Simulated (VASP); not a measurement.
The system is CuI.

```
I Cu
1.0
     0.00000    3.07139    3.07139
     3.07139    0.00000    3.07139
     3.07139    3.07139    0.00000
I Cu
1 1
Direct
  0.00000 0.00000 0.00000
  0.75000 0.75000 0.75000
```

Base run:

| Quantity | Value |
| --- | --- |
| Program | VASP 6.6.1 |
| Functional | SVWN5 |
| Potentials or basis | VASP PAW PBE potentials, release 64 (I, Cu) |
| Cutoff | 520 eV |
| k mesh | 8 × 8 × 8 |
| Occupations | fermi-dirac, width 0.05 eV |
| Spin | no spin polarisation |

Its results: band gap on the k mesh 0.86 eV; pressure -5.5 GPa.

Question: The run is repeated on the same cell with these changes: functional from SVWN5 to RPBE; further incar settings from ALGO = Normal; EDIFF = 1e-07; NBANDS = 16 to ALGO = Normal; EDIFF = 1e-06; NBANDS = 16. What comes out?

Answer: Band gap on the k mesh 1.18 eV; pressure 0.8 GPa.

Caveats: the PAW data sets were made with another functional, which shifts forces and pressure a little; spin-orbit coupling is left out, which moves the levels of the heavy elements; the cell stands under tension (at least some runs).

